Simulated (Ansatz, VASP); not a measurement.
# Ti3H2: VASP beside Ansatz

```xyz
5
Lattice="3.9220 0.0000 0.0000 0.0000 3.9220 0.0000 0.0000 0.0000 3.9220" Properties=species:S:1:pos:R:3 pbc="T T T"
Ti    0.0000    1.9610    1.9610
Ti    1.9610    0.0000    1.9610
Ti    1.9610    1.9610    0.0000
H     0.0000    0.0000    0.0000
H     1.9610    1.9610    1.9610
```

Alike in both runs: functional PBE; k mesh 4 × 4 × 4; occupations gaussian, width 0.2 eV; no spin polarisation.

Ansatz relaxed the structure, and its values are those at the end. VASP's run is a single point on that final structure, the one shown.

|  | VASP | Ansatz |
| --- | --- | --- |
| version | VASP 6.6.1 | Ansatz 0.2.0 |
| potentials or method | VASP PAW PBE potentials, release 64 (Ti_sv, H), cutoff 500 eV | scalar-relativistic, plane waves, PAW |
| valence electrons in the cell | 38 | 38 |

|  | VASP | Ansatz | Ansatz less VASP |
| --- | --- | --- | --- |
| gap on the k mesh at the Fermi level (eV) | none | none | - |
| pressure (GPa) | 0.1 | 0.4 | +0.28 |

A gap of «none» marks a metal or a gap that the smearing closes.

The k mesh is coarse, so the values compare programs but aren't converged.
